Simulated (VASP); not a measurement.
Input of a VASP 6.6.1 run:

The input INCAR:

```
PREC = Accurate ; ENCUT = 520
EDIFF = 1E-6 ; ISMEAR = 0
SIGMA = 0.05 ; LREAL = F
LASPH = T ; NELM = 60
ALGO = Normal ; ISIF = 2
LWAVE = F ; LCHARG = F
GGA = CA ; IBRION = 2
NSW = 50 ; EDIFFG = -0.01
```

The input KPOINTS:

```
Automatic mesh
0
Gamma
  9 9 6
```

File POSCAR:

```
AlN
1.0
    3.1504000000      0.0000000000      0.0000000000
   -1.5752000000      2.7283264321      0.0000000000
    0.0000000000      0.0000000000      4.3504000000
Al N
2 2
Direct
    0.3333333333      0.6666666667      0.0015210172
    0.6666666667      0.3333333333      0.5015210172
    0.3333333333      0.6666666667      0.3834789828
    0.6666666667      0.3333333333      0.8834789828
```

Potentials or basis: VASP PAW LDA potentials, release 64 (Al, N).

Run with:

```bash
$ cat potpaw_LDA.64/Al/POTCAR potpaw_LDA.64/N/POTCAR > POTCAR
$ mpirun -np 1 vasp_std > vasp.out
```

Problem. Estimate the band gap on the k mesh.

Solution. 4.06 eV.

Problem. Predict the energy gained by relaxing.

Solution. 190.1 meV/atom.

Stress tensor (GPa, compression positive):
```
12.36  0.00  0.00
 0.00 12.36  0.00
 0.00  0.00 18.94
```

Caveat: an odd mesh through Γ misses points on the zone boundary, where band edges can lie.
